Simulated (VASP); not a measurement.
# C in VASP: notebook, part 2 of 2

VASP 6.6.1.

## (3) Single point, PBE+D3(BJ)

This run uses another cell than the first one, of 9.48 Å³/atom.

The input, INCAR:

```
ALGO = Normal
EDIFF = 1E-7
ENCUT = 520
GGA = PE
ISIF = 2
ISMEAR = -1
IVDW = 12
LASPH = T
LCHARG = F
LREAL = Auto
LWAVE = F
NBANDS = 61
NELM = 60
PREC = Accurate
SIGMA = 0.4188
```

The input, KPOINTS:

```
k-points
0
Gamma
  4 4 4
```

The input, POSCAR:

```
C
1.0
    5.9111080000      0.1283830000     -0.2596240000
    0.1283830000      5.8482670000     -0.1913210000
   -0.2596240000     -0.1913210000      6.0554800000
C
22
Direct
    0.8388520141      0.4143970999      0.1372360652
    0.9740767971      0.7281906243      0.3763423365
    0.1994902424      0.8270895027      0.8827019974
    0.5046968916      0.2258389334      0.9856548550
    0.6262121885      0.0855517190      0.1334437819
    0.0611338985      0.2162352917      0.0522308783
    0.2181947061      0.3024055805      0.4440174324
    0.3969553280      0.7074422577      0.5042544488
    0.9504490935      0.5173593446      0.2923457721
    0.1219283272      0.0570612445      0.1853010505
    0.3986159066      0.4110556072      0.8749810700
    0.9076936316      0.9163048344      0.7407207419
    0.7975768000      0.8209120338      0.9313942123
    0.3255655507      0.4539208034      0.4252992313
    0.0976259574      0.1105595510      0.4675521587
    0.7717163461      0.6157932039      0.9467698063
    0.8922528851      0.1456357456      0.7279434114
    0.1697384782      0.8865409938      0.3470416378
    0.4635970666      0.7871698265      0.7895875069
    0.8041595195      0.8643764829      0.5325801881
    0.6721236528      0.9719396759      0.3239930950
    0.3337475608      0.6219322828      0.9096511538
```

Potentials or basis: VASP PAW PBE potentials, release 64 (C).

Started as:

```console
cat potpaw_PBE.64/C/POTCAR > POTCAR
mpirun -np 1 vasp_std > vasp.out
```

OUTCAR:

```text
EDIFF = 1E-7
   ENCUT = 520
   GGA = PE
   ISIF = 2
   ISMEAR = -1
   IVDW = 12
   LASPH = T
   LREAL = Auto
   NELM = 60
   PREC = Accurate
 IVDW          = 12

 ion  position               nearest neighbor table
   1  0.839  0.414  0.137-   9 1.24  16 1.71   6 1.80
   2  0.974  0.728  0.376-   9 1.31  18 1.54  20 1.59
   3  0.199  0.827  0.883-  22 1.42  19 1.71  12 1.93
   4  0.505  0.226  0.986-   5 1.39  11 1.41
   5  0.626  0.086  0.133-  21 1.37   4 1.39
   6  0.061  0.216  0.052-  10 1.29   1 1.80
   7  0.218  0.302  0.444-  14 1.13  15 1.38
   8  0.397  0.707  0.504-  14 1.59  19 1.78  18 1.90
   9  0.950  0.517  0.292-   1 1.24   2 1.31
  10  0.122  0.057  0.185-   6 1.29  18 1.45  15 1.74
  11  0.399  0.411  0.875-  22 1.29   4 1.41
  12  0.908  0.916  0.741-  17 1.35  20 1.38  13 1.52   3 1.93
  13  0.798  0.821  0.931-  16 1.23  12 1.52
  14  0.326  0.454  0.425-   7 1.13   8 1.59
  15  0.098  0.111  0.468-   7 1.38  18 1.52  10 1.74  17 2.07
  16  0.772  0.616  0.947-  13 1.23   1 1.71
  17  0.892  0.146  0.728-  12 1.35  20 2.03  15 2.07
  18  0.170  0.887  0.347-  10 1.45  15 1.52   2 1.54   8 1.90
  19  0.464  0.787  0.790-  22 1.52   3 1.71   8 1.78
  20  0.804  0.864  0.533-  12 1.38  21 1.58   2 1.59  17 2.03
  21  0.672  0.972  0.324-   5 1.37  20 1.58
  22  0.334  0.622  0.910-  11 1.29   3 1.42  19 1.52

  LATTYP: Found a triclinic cell.
 ALAT       =     5.8528038429
 B/A-ratio  =     1.3897580041
 C/A-ratio  =     1.6938916694
 COS(alpha) =     0.0006304027
 COS(beta)  =     0.5774070128
 COS(gamma) =     0.6867942842

  Lattice vectors:

 A1 = (   0.1283830000,   5.8482670000,  -0.1913210000)
 A2 = (  -5.7827250000,   5.7198840000,   0.0683030000)
 A3 = (   5.7798670000,   5.7853290000,   5.6045350000)

Analysis of symmetry for initial positions (statically):
=====================================================================
 Subroutine PRICEL returns:
 Original cell was already a primitive cell.
[... 185 lines left out ...]
  Thomas-Fermi vector in A             =   2.362686
   LORBIT       =      0    0 simple, 1 ext, 2 COOP (PROOUT), +10 PAW based schemes
   GGA     = PE    functional components
   LHFCALC =     F    Hartree Fock is set to
   AEXX    =    0.0000 exact exchange contribution
   IVDW    =    12    specifies the selected vdW correction
   LEPSILON=     F    determine dielectric tensor
   LRPA    =     F    only Hartree local field effects (RPA)
 non-spin polarized calculation
  energy-cutoff  :      520.00
  volume of cell :      208.64
 maximum number of plane-waves:      5640
 NGX is ok and might be reduce to    48
   NGX = 21   NGY = 21   NGZ = 23

 number of electron      88.0000001 magnetization

 Free energy of the ion-electron system (eV)
  ---------------------------------------------------
  ext. energy  EPLUGINS =         0.00000000
  ---------------------------------------------------
  free energy    TOTEN  =      -156.39335983 eV

  energy without entropy =     -153.09538876  energy(sigma->0) =     -154.74437430

 E-fermi :   3.8287     XC(G=0): -10.3274

 val. band max:        3.8169178569   @ k =   0.2500   0.2500   0.5000
 cond. band min:       3.8290383849   @ k =  -0.2500   0.2500   0.5000
 fundamental gap:      0.0121205280
 Fermi energy:         3.8286829258

 k-point     1 :       0.0000    0.0000    0.0000
  band No.  band energies     occupation
      1     -15.5413      2.00000
      2     -14.1739      2.00000
      3     -13.7730      2.00000
      4     -12.9706      2.00000
      5     -12.0523      2.00000
      6     -11.8954      2.00000
[... 1405 lines left out ...]
     55       7.6102      0.00024
     56       7.7252      0.00018

 [... further k-points ...]

 [bands above 56 left out]

------------------------ aborting loop because EDIFF is reached ----------------------------------------

 Edisp (eV)   -3.40738

 E8    (eV) :    -0.9806

  FORCE on cell =-STRESS in cart. coord.  units (eV):
  Direction    XX          YY          ZZ          XY          YZ          ZX
  --------------------------------------------------------------------------------------
  -------------------------------------------------------------------------------------
  Total      -3.10139    19.25033   -12.71390    23.32088    14.75585    -4.90797
  in kB     -23.81618   147.82698   -97.63253   179.08553   113.31303   -37.68922
  external pressure =        8.79 kB  Pullay stress =        0.00 kB

 VOLUME and BASIS-vectors are now :
 -----------------------------------------------------------------------------
  energy-cutoff  :      520.00
  volume of cell :      208.64
      direct lattice vectors                 reciprocal lattice vectors
     5.911108000  0.128383000 -0.259624000     0.169563242 -0.003488083  0.007159687
     0.128383000  5.848267000 -0.191321000    -0.003488083  0.171239496  0.005260710
    -0.259624000 -0.191321000  6.055480000     0.007159687  0.005260710  0.165612852

 POSITION                                       TOTAL-FORCE (eV/Angst)
 -----------------------------------------------------------------------------------
      4.97612      2.50494      0.53396         0.728771     -1.650637     -7.960275
      5.75365      4.31171      1.88672        -0.393036      3.082937      1.917557
      1.05622      4.69377      5.13515         2.521215     -1.107695     -1.416166
      2.75641      1.19698      5.79437        -0.582210      1.738168     -0.296941
      3.67795      0.55519      0.62912        -1.202318     -0.191960      1.778480
      0.37557      1.26246      0.25904        -4.079452      1.578630     -2.899309
[... 14 lines left out ...]
      4.01366      5.70847      1.60148         0.617675      1.053038      0.996129
      1.81650      3.50604      5.30274        -1.365394      3.557838     -1.228314
 -----------------------------------------------------------------------------------
    total drift:                                0.005125     -0.022207      0.001511

  FREE ENERGIE OF THE ION-ELECTRON SYSTEM (eV)
  ---------------------------------------------------
  free  energy   TOTEN  =      -159.8007397146 eV

  energy  without entropy=     -156.5027686432  energy(sigma->0) =     -158.15175418
```

It took 6.9 min on 1 thread of Intel Xeon 6975P-C (Granite Rapids), shared host; peak memory 0.47 GiB.

Results:

```yaml
Free_energy: -159.8007 eV
Pressure: 0.9 GPa
Largest_force: 18.708 eV/Å
Band_gap_on_the_k_mesh: zero (bands 44 and 45 overlap by 0.21 eV)
Dispersion_energy_per_atom: -0.155 eV
```

Forces on the atoms (eV/Å):
```
C     0.729  -1.651  -7.960
C    -0.393   3.083   1.918
C     2.521  -1.108  -1.416
C    -0.582   1.738  -0.297
C    -1.202  -0.192   1.778
C    -4.079   1.579  -2.899
C    -6.725 -11.048   3.499
C    -1.012  -1.946  -0.744
C     1.230   3.643   4.011
C     0.212  -2.678  -0.040
C     2.380  -8.113   4.108
C    -0.949  -1.501   5.023
C     0.193   3.726  -3.297
C    10.104  15.734   0.581
C     0.533   0.844   0.995
C     0.716  -8.437   3.859
C     3.126   4.050  -0.645
C    -0.609  -0.471   3.688
C    -4.222  -0.056  -2.489
C    -1.223  -1.808  -9.440
C     0.618   1.053   0.996
C    -1.365   3.558  -1.228
```

Stress tensor (GPa, compression positive):
```
-2.38 17.91 -3.77
17.91 14.78 11.33
-3.77 11.33 -9.76
```

Levels at points of the mesh, in eV from the Fermi level:
```csv
k point,band 40,band 41,band 42,band 43,band 44,band 45,band 46,band 47,band 48,band 49
"(0.00, 0.00, 0.00)",-1.38,-1.06,-0.90,-0.59,-0.22,0.10,0.56,0.95,1.11,1.39
"(0.50, 0.00, 0.00)",-1.50,-1.00,-0.88,-0.34,-0.12,-0.02,0.71,1.08,1.09,1.73
"(0.00, 0.50, 0.00)",-1.75,-1.19,-0.95,-0.83,-0.40,-0.05,0.37,0.54,1.33,1.88
"(0.50, 0.50, 0.00)",-1.85,-1.39,-0.95,-0.55,-0.05,0.11,0.48,0.76,1.40,1.81
"(0.00, 0.00, 0.50)",-1.35,-1.08,-0.75,-0.30,-0.25,0.54,0.66,0.74,1.29,1.67
"(0.50, 0.00, 0.50)",-1.22,-1.10,-0.73,-0.39,0.03,0.42,0.61,1.02,1.40,1.91
"(0.00, 0.50, 0.50)",-1.41,-1.27,-1.11,-0.87,-0.40,-0.13,0.29,0.49,1.33,1.79
"(0.50, 0.50, 0.50)",-1.78,-1.22,-1.06,-0.64,-0.03,0.41,0.49,0.71,1.48,1.73
```

Caveat: the atoms stand as in a frame of molecular dynamics; so wide a smearing shifts energies and pressures.

## (4) Single point, PBE+D3(BJ)

This run uses another cell than the first one, of 9.48 Å³/atom.

The input, INCAR:

```
SYSTEM = C
  ALGO = Normal
  EDIFF = 1E-6
  ENCUT = 520
  GGA = PE
  GGA_COMPAT = .False.
  ISIF = 2
  ISMEAR = -1
  ISYM = -1
  IVDW = 12
  LASPH = .True.
  LCHARG = .False.
  LREAL = Auto
  LWAVE = .False.
  NBANDS = 61
  NELM = 120
  PREC = Accurate
  SIGMA = 0.2327
```

The input, KPOINTS:

```
explicit points
1
Reciprocal
  0.25000000   0.25000000   0.25000000 1
```

The input, POSCAR:

```
C
1.0
    5.9111080000      0.1283830000     -0.2596240000
    0.1283830000      5.8482670000     -0.1913210000
   -0.2596240000     -0.1913210000      6.0554800000
C
22
Direct
    0.8789253020      0.5097371200      0.0923988715
    0.9989267435      0.7870641905      0.4098177626
    0.0886019529      0.7473622655      0.6655675998
    0.4978880298      0.3358295653      1.0827108553
    0.4722947110      0.1128265820      0.1083915951
    0.0520415279      0.2937115280      0.0241566999
    0.2876221615      0.4452179617      0.4897701192
    0.4108904145      0.7880859562      0.3550652312
    0.8446510731      0.6580559573      0.2864754923
    0.2103208172      0.1408157748      0.1642468222
    0.3655115227      0.4190162544      0.8773443513
    0.9947128145      0.9144523420      0.8280359701
    0.7293925294      0.7839942410      0.7880224802
    0.4403755357      0.5088390205      0.3323638503
    0.2213368846      0.1889538606      0.4055044701
    0.7587450387      0.5926473378      0.9169711242
    0.9366842773      0.1187908289      0.9188736316
    0.1967769545      0.9355704970      0.3642928889
    0.4841018869      0.7937552166      0.6004614845
    0.7747437999      0.8590295806      0.3840209996
    0.5897933899      0.9646094730      0.2515363882
    0.2998824366      0.5953607168      0.7196817900
```

Started as:

```console
cat potpaw_PBE.64/C/POTCAR > POTCAR
mpirun -np 1 vasp_std > vasp.out
```

Run time: 57 s. Hardware: 1 thread of Intel Xeon 8259CL, shared host; peak memory 0.3 GiB.

The run converged. Its results:

| Quantity | Value |
| --- | --- |
| Free energy | -169.8961 eV |
| Pressure | -8.8 GPa |
| Largest force | 9.867 eV/Å |
| Dispersion energy per atom | -0.143 eV |

Forces on the atoms (eV/Å):
```
C    1.960 -1.076  0.181
C    6.901  3.380  6.190
C    0.325  2.055  1.729
C   -2.325  6.196 -2.439
C   -0.340 -3.579  3.285
C   -1.728  1.873  2.046
C    1.991 -5.520 -1.617
C    1.884  0.432  0.071
C    1.097 -4.766 -2.918
C    1.537  0.080  3.134
C    0.513  0.720  2.046
C   -3.087 -1.393 -2.605
C   -1.772 -3.152 -0.123
C   -1.341  2.440 -1.438
C   -0.278  2.029  0.488
C   -0.433  3.463 -3.149
C    0.830 -2.220 -2.732
C   -0.841  0.858 -1.760
C    1.173 -1.447  4.937
C   -3.145  1.937 -3.395
C   -2.573 -1.638  1.321
C   -0.348 -0.671 -3.253
```

Stress tensor (GPa, compression positive):
```
 -0.10   6.82   0.42
  6.82 -13.94   4.00
  0.42   4.00 -12.36
```

Caveat: the atoms stand as in a frame of molecular dynamics.

## (5) Single point, PBE+D3(BJ)

This run uses another cell than the first one, of 9.48 Å³/atom.

The input, INCAR:

```
SYSTEM = C
PREC = Accurate
ENCUT = 520
EDIFF = 1E-6
ISMEAR = -1
SIGMA = 0.2327
LREAL = Auto
LASPH = .True.
NELM = 120
ALGO = Normal
ISIF = 2
LWAVE = .False.
LCHARG = .False.
GGA = PE
IVDW = 12
NBANDS = 61
ISYM = -1
GGA_COMPAT = .False.
```

KPOINTS is that of step 4.

The input, POSCAR:

```
C
1.0
    5.9111080000      0.1283830000     -0.2596240000
    0.1283830000      5.8482670000     -0.1913210000
   -0.2596240000     -0.1913210000      6.0554800000
C
22
Direct
    0.7955498105      0.5160568286      0.0243266153
    1.0194242026      0.8493192255      0.3621418274
   -0.0297579015      0.7400795231      0.6699590931
    0.4275184377      0.4554878908      1.1385101504
    0.4369787250      0.1975102225      0.1583420336
   -0.1527067261      0.2270287454      0.0114037261
    0.2577605372      0.4148935616      0.5382231752
    0.4436999613      0.7553443389      0.4145331820
    0.9031714560      0.6859119503      0.1853120391
    0.3001682147      0.1163879544      0.3186337553
    0.3904076408      0.5346310477      0.9223233072
    0.9768308408      0.9277745581      0.7994564405
    0.6929741163      0.7431291674      0.7020498668
    0.4333409738      0.5069074261      0.4182687009
    0.1227205404      0.2347458026      0.4009249472
    0.6542413170      0.6021242201      0.8439882149
    1.0248551086      0.1147768214      0.8903438206
    0.2582103519      0.8758574703      0.3532396328
    0.5431955257      0.9025348701      0.6161893804
    0.8131387665      0.9106790966      0.2104458069
    0.6756044270      1.0831897363      0.1322484869
    0.2255200384      0.4712856662      0.7697761795
```

Started as:

```console
cat potpaw_PBE.64/C/POTCAR > POTCAR
mpirun -np 1 vasp_std > vasp.out
```

Wall time 67 s (1 thread of Intel Xeon 8259CL, shared host); peak memory 0.3 GiB.

The run converged. Its results:

```
Free energy                : -171.6190 eV
Pressure                   : 1.1 GPa
Largest force              : 7.935 eV/Å
Dispersion energy per atom : -0.150 eV
```

Forces on the atoms (eV/Å):
```
C    2.041 -2.238  1.615
C   -1.401 -3.623 -1.385
C   -2.292 -0.493 -1.655
C   -0.023 -4.361  3.747
C    3.713 -0.951  0.998
C   -1.618  1.885  1.309
C   -0.151 -1.189 -0.970
C    2.433 -0.269  5.135
C   -2.434  0.493 -1.154
C   -0.331 -1.820 -3.164
C    3.313  1.126 -0.297
C    2.219 -2.730 -1.751
C    4.084  1.342 -1.301
C   -1.598  2.058 -3.863
C    0.783  3.846  3.019
C   -3.335 -4.385  5.711
C   -1.828  5.805  3.627
C   -3.044  4.390 -2.012
C   -0.458 -0.627 -4.629
C    1.742 -4.194  2.607
C   -1.194  5.733 -2.976
C   -0.621  0.199 -2.611
```

Stress tensor (GPa, compression positive):
```
-6.24 -1.57  7.89
-1.57  9.74 -0.82
 7.89 -0.82 -0.14
```

Caveat: the atoms stand as in a frame of molecular dynamics.

## (6) The runs side by side

| cell | k mesh | smearing | gap on the mesh (eV) | pressure (GPa) | largest force (eV/Å) |
| --- | --- | --- | --- | --- | --- |
| a = 6.091, b = 5.911, c = 6.009 Å, angles 91.5, 90.4, 87.8°, 22 atoms, atomic positions A | 4 × 4 × 4 | gaussian 0.1 eV | none | 0.3 | 0.06 |
| a = 5.918, b = 5.853, c = 6.064 Å, angles 93.7, 95.0, 87.4°, 22 atoms, atomic positions B | 4 × 4 × 4 | fermi-dirac 0.4188 eV | none | 0.9 | 18.71 |
| a = 5.918, b = 5.853, c = 6.064 Å, angles 93.7, 95.0, 87.4°, 22 atoms, atomic positions C | 1 × 1 × 1, shifted | fermi-dirac 0.2327 eV | - | -8.8 | 9.87 |
| a = 5.918, b = 5.853, c = 6.064 Å, angles 93.7, 95.0, 87.4°, 22 atoms, atomic positions D | 1 × 1 × 1, shifted | fermi-dirac 0.2327 eV | - | 1.1 | 7.93 |

Alike in all rows: task single point; level PBE+D3(BJ); potentials or basis VASP PAW PBE potentials, release 64 (C); no spin polarisation; cutoff (eV) 520.

Caveats: the atoms stand as in a frame of molecular dynamics; so wide a smearing shifts energies and pressures (at least some runs).

Total energies depend on the potentials used, so only differences within one code and one set of settings carry meaning.
